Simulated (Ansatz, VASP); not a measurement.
**CaO in VASP and in Ansatz**

The input INCAR:

```
  ALGO = Normal
  EDIFF = 1E-6
  ENCUT = 520
  GGA = PE
  ISIF = 2
  ISMEAR = -1
  LASPH = True
  LCHARG = False
  LREAL = False
  LWAVE = False
  NBANDS = 15
  NELM = 80
  PREC = Accurate
  SIGMA = 0.02
```

The input KPOINTS:

```
k-points
0
Gamma
  10 10 10
```

The input POSCAR:

```
CaO
1.0
    0.0000000000      2.5334912059      2.3348363765
    2.5334912059      0.0000000000      2.3348363765
    2.5334912059      2.5334912059      0.0000000000
Ca O
1 1
Direct
    0.0000000000      0.0000000000      0.0000000000
    0.5000000000      0.5000000000      0.5000000000
```

Input for Ansatz:

```yaml
crystal:
  lattice:
    - [0.0, 2.5334912059, 2.3348363765]
    - [2.5334912059, 0.0, 2.3348363765]
    - [2.5334912059, 2.5334912059, 0.0]
  atoms:
    - { symbol: Ca, position: [0.0, 0.0, 0.0] }
    - { symbol: O, position: [0.5, 0.5, 0.5] }
kpoints:
  mp_grid: { grid: [10, 10, 10] }
  band_path:
    path:
      - [0.0, 0.0, 0.0]
      - [0.5, 0.0, 0.5]
      - [0.625, 0.25, 0.625]
      - [0.375, 0.375, 0.75]
      - [0.5, 0.5, 0.5]
      - [0.5, 0.25, 0.75]
    npoints: 1
hamiltonian:
  xc: pbe
scf:
  occupations: { method: fermi_dirac, width: 0.02 }
  n_extra_bands: 4
output:
  forces: true
  stress: true
  eigenvalues: true
```

Change from the starting cell: epitaxial_xy strain +5.7%.

Alike in both runs: task single point; functional PBE; k mesh 10 × 10 × 10; occupations fermi-dirac, width 0.02 eV; no spin polarisation.

|  | VASP | Ansatz |
| --- | --- | --- |
| version | VASP 6.6.1 | Ansatz 0.2.0 |
| potentials or method | VASP PAW PBE potentials, release 64 (Ca_sv, O) | plane waves, PAW |
| plane-wave cutoff (eV) | 520 | 420 |
| valence electrons in the cell | 16 | 16 |

VASP gave:

- gap on the k mesh at the Fermi level (eV): 3.37
- pressure (GPa): -3.9
- traceless stress, the component that is largest in VASP (GPa): 6.82

What did Ansatz give for the same quantities?

gap on the k mesh at the Fermi level (eV): 3.39; pressure (GPa): -4.3; traceless stress, the component that is largest in VASP (GPa): 6.48.
